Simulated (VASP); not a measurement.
Here is a VASP 6.6.1 calculation.

The input INCAR:

```
SYSTEM = SiO2
PREC = Accurate
ENCUT = 520
EDIFF = 1E-6
ISMEAR = 0
SIGMA = 0.02
LREAL = .FALSE.
LASPH = .TRUE.
NELM = 60
ALGO = Normal
ISIF = 2
LWAVE = .FALSE.
LCHARG = .FALSE.
NBANDS = 44
```

File KPOINTS:

```
regular mesh
0
G
  6 6 4
  0 0 0
```

Contents of POSCAR:

```
SiO2
1.0
    4.8549534535      0.0000000000      0.0000000000
    0.0000000000      4.8549534535      0.0000000000
    0.0000000000      0.0000000000      7.3205768504
Si O
4 8
Direct
    0.0000000000      0.0000000000      0.0000000000
    0.0000000000      0.5000000000      0.2500000000
    0.5000000000      0.5000000000      0.5000000000
    0.5000000000      0.0000000000      0.7500000000
    0.1081327886      0.2500000000      0.1250000000
    0.2500000000      0.6081327886      0.3750000000
    0.7500000000      0.3918672114      0.3750000000
    0.8918672114      0.7500000000      0.1250000000
    0.6081327886      0.7500000000      0.6250000000
    0.7500000000      0.1081327886      0.8750000000
    0.2500000000      0.8918672114      0.8750000000
    0.3918672114      0.2500000000      0.6250000000
```

Potentials or basis: VASP PAW LDA potentials, release 64 (Si, O).

The run is started by

```console
$ cat potpaw_LDA.64/Si/POTCAR potpaw_LDA.64/O/POTCAR > POTCAR
$ mpirun -np 1 vasp_std > vasp.out
```

Q: Predict the pressure.

A: 0.9 GPa.

Q: Predict the band gap on the k mesh.

A: 5.84 eV.

Q: Estimate the largest force.

A: 0.031 eV/Å.

Forces in eV/Å, atoms in the order of the input:
```
Si   0.000  0.000  0.000
Si   0.000  0.000  0.000
Si   0.000  0.000  0.000
Si   0.000  0.000  0.000
O    0.031  0.000  0.000
O    0.000  0.031  0.000
O    0.000 -0.031  0.000
O   -0.031  0.000  0.000
O    0.031  0.000  0.000
O    0.000  0.031  0.000
O    0.000 -0.031  0.000
O   -0.031  0.000  0.000
```

A k mesh can miss the band edges.
